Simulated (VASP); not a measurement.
Crystal: TaN.

```
CELL_PARAMETERS angstrom
2.92177 0.00000 0.00000
-1.46088 2.53033 0.00000
0.00000 0.00000 5.91652
ATOMIC_POSITIONS crystal
Ta 0.00000 0.00000 0.50000
Ta 0.00000 0.00000 0.00000
N 0.33333 0.66667 0.25000
N 0.66667 0.33333 0.75000
```

Program: VASP 6.6.1. Alike in all runs: task single point; no spin polarisation; cell as given; cutoff (eV) 520.

Question: Order these runs on this cell by their pressure, lowest first.
A. level BLYP; potentials or basis VASP PAW PBE potentials, release 64 (Ta_pv, N); k mesh 6 × 6 × 3; smearing fermi-dirac 0.05 eV
B. level RPBE; potentials or basis VASP PAW PBE potentials, release 64 (Ta_pv, N); k mesh 6 × 6 × 3; smearing fermi-dirac 0.05 eV
C. level r2SCAN; potentials or basis VASP PAW PBE potentials, release 64 (Ta_pv, N); k mesh 6 × 6 × 3; smearing fermi-dirac 0.05 eV
D. level PBE; potentials or basis VASP PAW PBE potentials, release 64 (Ta_pv, N); k mesh 10 × 10 × 5; smearing gaussian 0.027 eV
E. level LDA; potentials or basis VASP PAW LDA potentials, release 64 (Ta_pv, N); k mesh 6 × 6 × 3; smearing fermi-dirac 0.05 eV

Answer: E (-15.7 GPa), C (-4.8 GPa), D (-0.4 GPa), B (3.8 GPa), A (11.4 GPa).

Caveats: some runs use coarse meshes; the PAW data sets were made with another functional, which shifts forces and pressure a little (some runs).
